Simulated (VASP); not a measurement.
# P (Im-3m) in VASP: a series of runs

The runs below take P through single point, with RPBE.

All numbers are computed with VASP 6.6.1; they aren't measurements. Logs are shortened: lines on timing, memory, paths and dates and some standing lists are left out, and cuts for length are marked.

## 1. The cell of the first run

It takes space group Im-3m (No. 229, cubic). The conventional cell has a = 3.107 Å, b = 3.107 Å, c = 3.107 Å, α = 90.00°, β = 90.00°, γ = 90.00°. P (site symmetry m-3m) has 14 P at 2.69 to 3.11 Å within 3.5 Å.

## 2. Single point, RPBE (volume scaled by 1.04)

INCAR reads:

```
PREC = Accurate
ENCUT = 520
EDIFF = 1E-7
ISMEAR = -1
SIGMA = 0.1
LREAL = F
LASPH = T
NELM = 80
ALGO = Normal
ISIF = 2
LWAVE = F
LCHARG = T
GGA = RP
LELF = T
LVHAR = T
NBANDS = 8
```

KPOINTS reads:

```
regular mesh
0
Gamma
  16 16 16
```

POSCAR reads:

```
P
1.0
   -1.5536127260      1.5536127260      1.5536127260
    1.5536127260     -1.5536127260      1.5536127260
    1.5536127260      1.5536127260     -1.5536127260
P
1
Direct
    0.0000000000      0.0000000000      0.0000000000
```

Potentials or basis: VASP PAW PBE potentials, release 64 (P).

The run is started by

```bash
$ cat potpaw_PBE.64/P/POTCAR > POTCAR
$ mpirun -np 1 vasp_std > vasp.out
```

OUTCAR:

```text
PREC = Accurate
   ENCUT = 520
   EDIFF = 1E-7
   ISMEAR = -1
   LREAL = F
   LASPH = T
   NELM = 80
   ISIF = 2
   GGA = RP

 ion  position               nearest neighbor table
   1  0.000  0.000  0.000-

  LATTYP: Found a body centered cubic cell.
 ALAT       =     3.1072254520

  Lattice vectors:

 A1 = (  -1.5536127260,   1.5536127260,   1.5536127260)
 A2 = (   1.5536127260,  -1.5536127260,   1.5536127260)
 A3 = (   1.5536127260,   1.5536127260,  -1.5536127260)

Analysis of symmetry for initial positions (statically):
=====================================================================
 Subroutine PRICEL returns:
 Original cell was already a primitive cell.

 Routine SETGRP: Setting up the symmetry group for a
 body centered cubic supercell.

 Subroutine GETGRP returns: Found 48 space group operations
 (whereof 48 operations were pure point group operations)
 out of a pool of 48 trial point group operations.

The static configuration has the point symmetry O_h .

Analysis of symmetry for dynamics (positions and initial velocities):
=====================================================================
 Subroutine PRICEL returns:
 Original cell was already a primitive cell.

 Routine SETGRP: Setting up the symmetry group for a
 body centered cubic supercell.

 Subroutine GETGRP returns: Found 48 space group operations
 (whereof 48 operations were pure point group operations)
 out of a pool of 48 trial point group operations.

The dynamic configuration has the point symmetry O_h .

 Subroutine INISYM returns: Found 48 space group operations
 (whereof 48 operations are pure point group operations),
 and found     1 'primitive' translations

----------------------------------------------------------------------------------------

                                     Primitive cell

  volume of cell :      14.9999

  direct lattice vectors                    reciprocal lattice vectors
    -1.553612726  1.553612726  1.553612726     0.000000000  0.321830525  0.321830525
     1.553612726 -1.553612726  1.553612726     0.321830525  0.000000000  0.321830525
     1.553612726  1.553612726 -1.553612726     0.321830525  0.321830525  0.000000000

  length of vectors
     2.690936177  2.690936177  2.690936177     0.455137094  0.455137094  0.455137094

  position of ions in fractional coordinates (direct lattice)
     0.000000000  0.000000000  0.000000000

  ion indices of the primitive-cell ions
[... 74 lines left out ...]
   EDIFF  = 0.1E-06   stopping-criterion for ELM
   LREAL  =      F    real-space projection
   EDIFFG = 0.1E-05   stopping-criterion for IOM
   NSW    =      0    number of steps for IOM
   IBRION =     -1    ionic relax: 0-MD 1-quasi-New 2-CG
   NFREE  =      0    steps in history (QN), initial steepest desc. (CG)
   ISIF   =      2    stress and relaxation
   ISYM   =      2    0-nonsym 1-usesym 2-fastsym
   POTIM  = 0.5000    time-step for ionic-motion
   TEBEG  =    0.0;   TEEND  =   0.0 temperature during run
   PSTRESS=    0.0 pullay stress
   NELECT =       5.0000    total number of electrons
   NUPDOWN=      -1.0000    fix difference up-down
   EMIN   =  10.00;   EMAX   =-10.00  energy-range for DOS
   EFERMI =   0.00;   METHOD = LEGACY
   ISMEAR =    -1;   SIGMA  =   0.10  broadening in eV -4-tet -1-fermi 0-gaus
   EFERMI_NEDOS =   21; number of points for ismear=-14 and -15
   IALGO  =     38    algorithm
   IMIX   =      4    mixing-type and parameters
     AMIX     =   0.40;   BMIX     =  1.00
     AMIX_MAG =   1.60;   BMIX_MAG =  1.00
  volume/ion in A,a.u.               =      15.00       101.22
  Fermi-wavevector in a.u.,A,eV,Ry     =   1.135103  2.145034 17.530557  1.288460
  Thomas-Fermi vector in A             =   2.271808
   LORBIT       =      0    0 simple, 1 ext, 2 COOP (PROOUT), +10 PAW based schemes
   GGA     = RP    functional components
   LHFCALC =     F    Hartree Fock is set to
   AEXX    =    0.0000 exact exchange contribution
   IVDW    =     0    specifies the selected vdW correction
   LEPSILON=     F    determine dielectric tensor
   LRPA    =     F    only Hartree local field effects (RPA)
 non-spin polarized calculation
  energy-cutoff  :      520.00
  volume of cell :       15.00
 maximum number of plane-waves:       420
   NGX =  9   NGY =  9   NGZ =  9

 number of electron       4.9999999 magnetization

 Free energy of the ion-electron system (eV)
  ---------------------------------------------------
  ext. energy  EPLUGINS =         0.00000000
  ---------------------------------------------------
  free energy    TOTEN  =        -4.29146642 eV

  energy without entropy =       -4.27418022  energy(sigma->0) =       -4.28282332

 E-fermi :   9.2813     XC(G=0): -11.3270

 val. band max:        9.1903969521   @ k =  -0.2500   0.2500   0.0625
 cond. band min:       9.2837850011   @ k =   0.5000   0.5000   0.1875
 fundamental gap:      0.0933880490
 Fermi energy:         9.2813020391

 k-point     1 :       0.0000    0.0000    0.0000
  band No.  band energies     occupation
      1      -6.5936      2.00000
      2      16.0308      0.00000
      3      16.0308      0.00000
      4      16.0308      0.00000
      5      21.0954      0.00000
      6      21.0954      0.00000
      7      21.0954      0.00000
      8      24.9413      0.00000
[... 243 lines left out ...]
 k-point    24 :       0.2500    0.1875    0.0000
  band No.  band energies     occupation
      1      -2.5184      2.00000
      2       6.2094      2.00000
      3       8.5887      1.99804
      4      13.0602      0.00000
      5      19.0264      0.00000
      6      21.1199      0.00000
      7      24.8959      0.00000
      8      26.8355      0.00000

 [... further k-points ...]

------------------------ aborting loop because EDIFF is reached ----------------------------------------

  FORCE on cell =-STRESS in cart. coord.  units (eV):
  Direction    XX          YY          ZZ          XY          YZ          ZX
  --------------------------------------------------------------------------------------
  -------------------------------------------------------------------------------------
  Total       -0.3544202     -0.3544202     -0.3544202     -0.0000000     -0.0000000      0.0000000
  in kB      -37.8565289    -37.8565289    -37.8565289     -0.0000000     -0.0000000      0.0000000
  external PRESSURE =     -37.8565289 kB  Pullay stress =       0.0000000 kB

 VOLUME and BASIS-vectors are now :
 -----------------------------------------------------------------------------
  energy-cutoff  :      520.00
  volume of cell :       15.00
      direct lattice vectors                 reciprocal lattice vectors
    -1.553612726  1.553612726  1.553612726     0.000000000  0.321830525  0.321830525
     1.553612726 -1.553612726  1.553612726     0.321830525  0.000000000  0.321830525
     1.553612726  1.553612726 -1.553612726     0.321830525  0.321830525  0.000000000

 POSITION                                       TOTAL-FORCE (eV/Angst)
 -----------------------------------------------------------------------------------
      0.00000      0.00000      0.00000        -0.000000      0.000000      0.000000
 -----------------------------------------------------------------------------------
    total drift:                                0.000000      0.000000     -0.000000

  FREE ENERGIE OF THE ION-ELECTRON SYSTEM (eV)
  ---------------------------------------------------
  free  energy   TOTEN  =        -4.2914664154 eV

  energy  without entropy=       -4.2741802189  energy(sigma->0) =       -4.28282332
```

Run time: 5.6 s. Hardware: 1 thread of Intel Xeon 6975P-C (Granite Rapids), shared host; peak memory 0.12 GiB.

Results:

```yaml
Free_energy: -4.2915 eV
Pressure: -3.8 GPa
```

Caveat: the cell differs from its parent crystal (volume scaled by 1.04); the PAW data sets were made with another functional, which shifts forces and pressure a little.

## 3. Single point, RPBE (volume scaled by 1.08)

INCAR reads:

```
SYSTEM = P
  ALGO = Normal
  EDIFF = 1E-7
  ENCUT = 520
  GGA = RP
  ISIF = 2
  ISMEAR = -1
  LASPH = .True.
  LCHARG = .True.
  LELF = .True.
  LREAL = .False.
  LVHAR = .True.
  LWAVE = .False.
  NBANDS = 8
  NELM = 60
  PREC = Accurate
  SIGMA = 0.1
```

KPOINTS reads:

```
k-points
0
Gamma
  16 16 16
  0 0 0
```

POSCAR reads:

```
P
1.0
   -1.5732807978      1.5732807978      1.5732807978
    1.5732807978     -1.5732807978      1.5732807978
    1.5732807978      1.5732807978     -1.5732807978
P
1
Direct
    0.0000000000      0.0000000000      0.0000000000
```

Potentials or basis: VASP PAW PBE potentials, release 64 (P).

The run is started by

```bash
$ cat potpaw_PBE.64/P/POTCAR > POTCAR
$ mpirun -np 1 vasp_std > vasp.out
```

Wall time 5.8 s (1 thread of Intel Xeon 6975P-C (Granite Rapids), shared host); peak memory 0.13 GiB.

The run converged. Its results:

```yaml
Free_energy: -4.2729 eV
Pressure: -6.5 GPa
```

Levels at points of the mesh, in eV from the Fermi level:
```
           k point  band 1  band 2  band 3  band 4  band 5  band 6  band 7
(0.00, 0.00, 0.00)  -15.48    6.42    6.42    6.42   11.74   11.74   11.74
(0.50, 0.00, 0.00)   -9.68   -7.12    2.21    4.85    7.45    7.94   18.50
(0.50, 0.50, 0.50)   -4.74   -2.35   -2.35   -2.35    2.86    2.86   22.46
```

Caveat: the cell differs from its parent crystal (volume scaled by 1.08); the PAW data sets were made with another functional, which shifts forces and pressure a little.

## 4. Single point, RPBE (volume scaled by 1.12)

INCAR reads:

```
ALGO = Normal
EDIFF = 1E-6
ENCUT = 520
GGA = RP
ISIF = 2
ISMEAR = -1
LASPH = True
LCHARG = False
LREAL = False
LWAVE = False
NBANDS = 8
NELM = 80
PREC = Accurate
SIGMA = 0.1
```

KPOINTS reads:

```
k-points
0
Gamma
  16 16 16
```

POSCAR reads:

```
P
1.0
   -1.5924690401      1.5924690401      1.5924690401
    1.5924690401     -1.5924690401      1.5924690401
    1.5924690401      1.5924690401     -1.5924690401
P
1
Direct
    0.0000000000      0.0000000000      0.0000000000
```

Potentials or basis: VASP PAW PBE potentials, release 64 (P).

The run is started by

```bash
$ cat potpaw_PBE.64/P/POTCAR > POTCAR
$ mpirun -np 1 vasp_std > vasp.out
```

OUTCAR:

```text
EDIFF = 1E-6
   ENCUT = 520
   GGA = RP
   ISIF = 2
   ISMEAR = -1
   LASPH = True
   LREAL = False
   NELM = 80
   PREC = Accurate

 ion  position               nearest neighbor table
   1  0.000  0.000  0.000-

  LATTYP: Found a body centered cubic cell.
 ALAT       =     3.1849380802

  Lattice vectors:

 A1 = (  -1.5924690401,   1.5924690401,   1.5924690401)
 A2 = (   1.5924690401,  -1.5924690401,   1.5924690401)
 A3 = (   1.5924690401,   1.5924690401,  -1.5924690401)

Analysis of symmetry for initial positions (statically):
=====================================================================
 Subroutine PRICEL returns:
 Original cell was already a primitive cell.

 Routine SETGRP: Setting up the symmetry group for a
 body centered cubic supercell.

 Subroutine GETGRP returns: Found 48 space group operations
 (whereof 48 operations were pure point group operations)
 out of a pool of 48 trial point group operations.

The static configuration has the point symmetry O_h .

Analysis of symmetry for dynamics (positions and initial velocities):
[... 158 lines left out ...]

 val. band max:        8.2017228801   @ k =  -0.4375   0.4375   0.3125
 cond. band min:       8.2565040592   @ k =   0.5000   0.5000   0.3125
 fundamental gap:      0.0547811792
 Fermi energy:         8.2442014787

 k-point     1 :       0.0000    0.0000    0.0000
  band No.  band energies     occupation
      1      -6.8755      2.00000
      2      14.3647      0.00000
      3      14.3647      0.00000
      4      14.3647      0.00000
      5      19.9093      0.00000
      6      19.9093      0.00000
      7      19.9093      0.00000
      8      23.5703      0.00000
[... 243 lines left out ...]
 k-point    24 :       0.2500    0.1875   -0.0000
  band No.  band energies     occupation
      1      -3.0702      2.00000
      2       5.2734      2.00000
      3       7.7080      1.99066
      4      11.8114      0.00000
      5      17.7039      0.00000
      6      19.7294      0.00000
      7      23.3892      0.00000
      8      25.1826      0.00000

 [... further k-points ...]

------------------------ aborting loop because EDIFF is reached ----------------------------------------

  FORCE on cell =-STRESS in cart. coord.  units (eV):
  Direction    XX          YY          ZZ          XY          YZ          ZX
  --------------------------------------------------------------------------------------
  -------------------------------------------------------------------------------------
  Total       -0.8777221     -0.8777221     -0.8777221      0.0000000      0.0000000      0.0000000
  in kB      -87.0551842    -87.0551842    -87.0551842      0.0000000      0.0000000      0.0000000
  external PRESSURE =     -87.0551842 kB  Pullay stress =       0.0000000 kB

 VOLUME and BASIS-vectors are now :
 -----------------------------------------------------------------------------
  energy-cutoff  :      520.00
  volume of cell :       16.15
      direct lattice vectors                 reciprocal lattice vectors
    -1.592469040  1.592469040  1.592469040     0.000000000  0.313977847  0.313977847
     1.592469040 -1.592469040  1.592469040     0.313977847  0.000000000  0.313977847
     1.592469040  1.592469040 -1.592469040     0.313977847  0.313977847  0.000000000

 POSITION                                       TOTAL-FORCE (eV/Angst)
 -----------------------------------------------------------------------------------
      0.00000      0.00000      0.00000         0.000000      0.000000      0.000000
 -----------------------------------------------------------------------------------
    total drift:                                0.000000      0.000000     -0.000000

  FREE ENERGIE OF THE ION-ELECTRON SYSTEM (eV)
  ---------------------------------------------------
  free  energy   TOTEN  =        -4.2455652369 eV

  energy  without entropy=       -4.2270922698  energy(sigma->0) =       -4.23632875
```

OSZICAR:

```text
N       E                     dE             d eps       ncg     rms          rms(c)
DAV:   1     0.674903306252E+00    0.67490E+00   -0.20689E+03  2360   0.444E+02
DAV:   2    -0.421238952956E+01   -0.48873E+01   -0.47362E+01  3488   0.460E+01
DAV:   3    -0.425513069598E+01   -0.42741E-01   -0.42682E-01  2640   0.466E+00
DAV:   4    -0.425518758373E+01   -0.56888E-04   -0.56887E-04  3808   0.188E-01
DAV:   5    -0.425518760012E+01   -0.16388E-07   -0.16046E-07  2688   0.213E-03    0.364E+00
DAV:   6    -0.424811268652E+01    0.70749E-02   -0.62606E-03  2488   0.413E-01    0.204E+00
DAV:   7    -0.424549456667E+01    0.26181E-02   -0.10264E-02  2648   0.533E-01    0.852E-02
DAV:   8    -0.424556511945E+01   -0.70553E-04   -0.10454E-04  3424   0.797E-02    0.149E-02
DAV:   9    -0.424556639408E+01   -0.12746E-05   -0.68736E-07  2976   0.675E-03    0.661E-03
DAV:  10    -0.424556526468E+01    0.11294E-05   -0.19113E-07  1880   0.268E-03    0.750E-04
DAV:  11    -0.424556523694E+01    0.27736E-07   -0.48283E-09  1424   0.635E-04
   1 F= -.42455652E+01 E0= -.42363288E+01  d E =-.184730E-01
```

stdout:

```text
POSCAR found type information on POSCAR P
 POSCAR found :  1 types and       1 ions
 scaLAPACK will be used
 -----------------------------------------------------------------------------
|                                                                             |
|                                                                             |
|     You enforced a specific xc type in the INCAR file but a different       |
|     I HOPE YOU KNOW WHAT YOU ARE DOING!                                     |
|                                                                             |
 -----------------------------------------------------------------------------

 LDA part: xc-table for (Slater+PW92), standard interpolation
 POSCAR, INCAR and KPOINTS ok, starting setup
 FFT: planning ... GRIDC
 FFT: planning ... GRID_SOFT
 FFT: planning ... GRID
 WAVECAR not read
 entering main loop
```

Run time: 5.6 s. Hardware: 1 thread of Intel Xeon 6975P-C (Granite Rapids), shared host; peak memory 0.14 GiB.

What came out:

| Item | Value |
| --- | --- |
| Free energy | -4.2456 eV |
| Pressure | -8.7 GPa |

Caveat: the cell differs from its parent crystal (volume scaled by 1.12); the PAW data sets were made with another functional, which shifts forces and pressure a little.

## 5. Single point, RPBE

This run uses another cell than the first one, of 14.42 Å³/atom, 0.962 times its volume.

INCAR reads:

```
SYSTEM = P
ALGO     = Normal         ! electronic algorithm
EDIFF    = 1E-6           ! SCF threshold, eV
ENCUT    = 520            ! plane-wave cutoff, eV
GGA      = RP             ! functional
ISIF     = 2              ! what is computed and relaxed
ISMEAR   = -1             ! smearing method
LASPH    = .True.         ! aspherical terms in the spheres
LCHARG   = .False.        ! write CHGCAR
LREAL    = .False.        ! projectors in reciprocal space
LWAVE    = .False.        ! write WAVECAR
NBANDS   = 8              ! bands
NELM     = 60             ! most SCF steps
PREC     = Accurate       ! precision mode
SIGMA    = 0.1            ! smearing width, eV
```

KPOINTS reads:

```
k-points
0
Gamma
  24 24 24
  0 0 0
```

POSCAR reads:

```
P
1.0
   -1.5334336533      1.5334336533      1.5334336533
    1.5334336533     -1.5334336533      1.5334336533
    1.5334336533      1.5334336533     -1.5334336533
P
1
Direct
    0.0000000000      0.0000000000      0.0000000000
```

The run is started by

```bash
$ cat potpaw_PBE.64/P/POTCAR > POTCAR
$ mpirun -np 1 vasp_std > vasp.out
```

It took 13 s on 1 thread of Intel Xeon 6975P-C (Granite Rapids), shared host; peak memory 0.15 GiB.

The run converged. Its results:

```
Free energy : -4.3014 eV
Pressure    : -0.5 GPa
```

Levels at points of the mesh, in eV from the Fermi level:
```
           k point  band 1  band 2  band 3  band 4  band 5  band 6  band 7  band 8
(0.00, 0.00, 0.00)  -16.29    7.11    7.11    7.11   11.90   11.90   11.90   15.85
(0.50, 0.00, 0.00)   -9.91   -7.75    2.44    5.25    7.34    8.18   19.23   19.26
(0.50, 0.50, 0.50)   -4.22   -2.56   -2.56   -2.56    2.46    2.46   23.34   23.34
```

Caveat: the PAW data sets were made with another functional, which shifts forces and pressure a little.

## 6. Overview

```tsv
cell	k mesh	gap on the mesh (eV)	pressure (GPa)
a = 2.691 Å, angles 109.5°, 1 atom	16 × 16 × 16	none	-3.8
a = 2.725 Å, angles 109.5°, 1 atom	16 × 16 × 16	none	-6.5
a = 2.758 Å, angles 109.5°, 1 atom	16 × 16 × 16	none	-8.7
a = 2.656 Å, angles 109.5°, 1 atom	24 × 24 × 24	none	-0.5
```

Alike in all rows: task single point; level RPBE; potentials or basis VASP PAW PBE potentials, release 64 (P); no spin polarisation; cutoff (eV) 520; smearing fermi-dirac 0.1 eV.

Caveats: the PAW data sets were made with another functional, which shifts forces and pressure a little.

Absolute energies hang on the potentials; compare differences alone.
